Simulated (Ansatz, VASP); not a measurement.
## Ge: VASP beside Ansatz

```
Ge
1.0
     2.26692    0.00000    0.00000
    -1.13346    1.96321    0.00000
     0.00000    0.00000    3.70335
Ge
2
Cartesian
  0.0000 1.3088 0.9258
  1.1335 0.6544 2.7775
```

Change from the starting cell: volume scaled by 0.45, PAW files.

Alike in both runs: task single point; functional PBEsol; k mesh 16 × 16 × 9; occupations fermi-dirac, width 0.08 eV; no spin polarisation.

|  | VASP | Ansatz |
| --- | --- | --- |
| version | VASP 6.6.1 | Ansatz 0.2.0 |
| potentials or method | VASP PAW PBE potentials, release 64 (Ge_d) | PAW with Ansatz's default frozen-core files, scalar-relativistic |
| plane-wave cutoff (eV) | 520 | 420 |
| valence electrons in the cell | 28 | 28 |

VASP gave:

* pressure (GPa): 360.1
* traceless stress, the component that is largest in VASP (GPa): -0.17

Question: Which values does Ansatz return?

Answer: Pressure (GPa): 357.6; traceless stress, the component that is largest in VASP (GPa): -0.04.

VASP's potentials were made for PBE, not for PBEsol. Both programs put the cell under a high pressure, so it lies far from rest at this level. The functional is the same, so the differences come from potentials, cutoffs and numerics.

Noted on VASP's run: the cell as given lies far from equilibrium.
